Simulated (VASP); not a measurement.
Wanted: the native input for a VASP 6.6.1 run.

```yaml
Task: single point
Functional: PBE
Potentials_or_basis: VASP PAW PBE potentials, release 64 (Pb_d, S)
Cutoff: 520 eV
k_mesh: 11 × 11 × 11
Occupations: fermi-dirac, width 0.03 eV
Spin: no spin polarisation
Dipole_correction: no
Further_INCAR_settings: ALGO = Normal; EDIFF = 1e-07; NBANDS = 17
```

The structure of PbS (zincblende type) lies in POSCAR:

```
PbS
1.0
    0.0000000000      3.3767142599      3.3767142599
    3.3767142599      0.0000000000      3.3767142599
    3.3767142599      3.3767142599      0.0000000000
Pb S
1 1
Direct
    0.0000000000      0.0000000000      0.0000000000
    0.2500000000      0.2500000000      0.2500000000
```

This cell differs from its parent crystal: volume scaled by 1.05.

One way to write it, as run:

INCAR

```
  ALGO = Normal
  EDIFF = 1E-7
  ENCUT = 520
  GGA = PE
  ISIF = 2
  ISMEAR = -1
  LASPH = T
  LCHARG = F
  LREAL = F
  LWAVE = F
  NBANDS = 17
  NELM = 80
  PREC = Accurate
  SIGMA = 0.03
```

KPOINTS

```
k-points
0
Gamma
  11 11 11
```

Potentials or basis: VASP PAW PBE potentials, release 64 (Pb_d, S).

Launch:

```sh
$ cat potpaw_PBE.64/Pb_d/POTCAR potpaw_PBE.64/S/POTCAR > POTCAR
$ mpirun -np 1 vasp_std > vasp.out
```

It gave:

```
Pressure               : -1.6 GPa
Band gap on the k mesh : 1.01 eV, indirect (least direct gap 1.37 eV)
```

Caveat: spin-orbit coupling is left out, which moves the levels of the heavy elements.

Run time: 3 min on 1 thread of AMD EPYC 7R13 (shared host), peak memory 0.21 GiB.
